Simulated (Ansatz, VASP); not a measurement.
**Cd2S in VASP and in Ansatz**

The input INCAR:

```
  PREC = Accurate
  ENCUT = 520
  EDIFF = 1E-7
  ISMEAR = 0
  SIGMA = 0.05
  LREAL = F
  LASPH = T
  NELM = 100
  ALGO = Normal
  ISIF = 2
  LWAVE = F
  LCHARG = F
  GGA = PE
  NBANDS = 22
```

File KPOINTS:

```
regular mesh
0
Gamma
  12 12 6
```

POSCAR

```
Cd2S
1.0
    3.8107412793      0.0000000000      0.0000000000
   -1.9053706397      3.3001987552      0.0000000000
    0.0000000000      0.0000000000      5.9350190987
Cd S
2 1
Direct
    0.6666666700      0.3333333300      0.5667924574
    0.3333333300      0.6666666700      0.9088030041
    0.3333333300      0.6666666700      0.4015615385
```

Input for Ansatz:

```yaml
crystal:
  lattice:
    - [3.8107412793, 0.0, 0.0]
    - [-1.9053706397, 3.3001987552, 0.0]
    - [0.0, 0.0, 5.9350190987]
  atoms:
    - { symbol: Cd, position: [0.66666667, 0.33333333, 0.5667924574] }
    - { symbol: Cd, position: [0.33333333, 0.66666667, 0.9088030041] }
    - { symbol: S, position: [0.33333333, 0.66666667, 0.4015615385] }
basis:
  ecutwfc: 420
kpoints:
  mp_grid: { grid: [12, 12, 6] }
hamiltonian:
  xc: pbe
scf:
  occupations: { method: gaussian, width: 0.05 }
output:
  forces: true
  stress: true
  eigenvalues: true
  populations: true
```

Alike in both runs: task single point; functional PBE; k mesh 12 × 12 × 6; occupations gaussian, width 0.05 eV; no spin polarisation.

```csv
,VASP,Ansatz
version,VASP 6.6.1,Ansatz 0.2.0
potentials or method,"VASP PAW PBE potentials, release 64 (Cd, S), cutoff 520 eV","scalar-relativistic, plane waves, PAW"
valence electrons in the cell,30,46
```

Ansatz gave:

| Property | Result |
| --- | --- |
| gap on the k mesh at the Fermi level (eV) | none |
| pressure (GPa) | 6.4 |
| traceless stress, the component that is largest in VASP (GPa) | -4.19 |
| rms of the force components (eV/Å) | 0.777 |

Q: Which values does VASP return?

A: gap on the k mesh at the Fermi level (eV): none; pressure (GPa): 6.8; traceless stress, the component that is largest in VASP (GPa): -4.28; rms of the force components (eV/Å): 0.800.

Atom by atom the forces differ by 0.025 eV/Å (rms over components). A gap of «none» marks a metal or a gap that the smearing closes. VASP's potentials hold 30 valence electrons a cell and Ansatz's 46, so a difference there can come from the potentials and not from the codes.
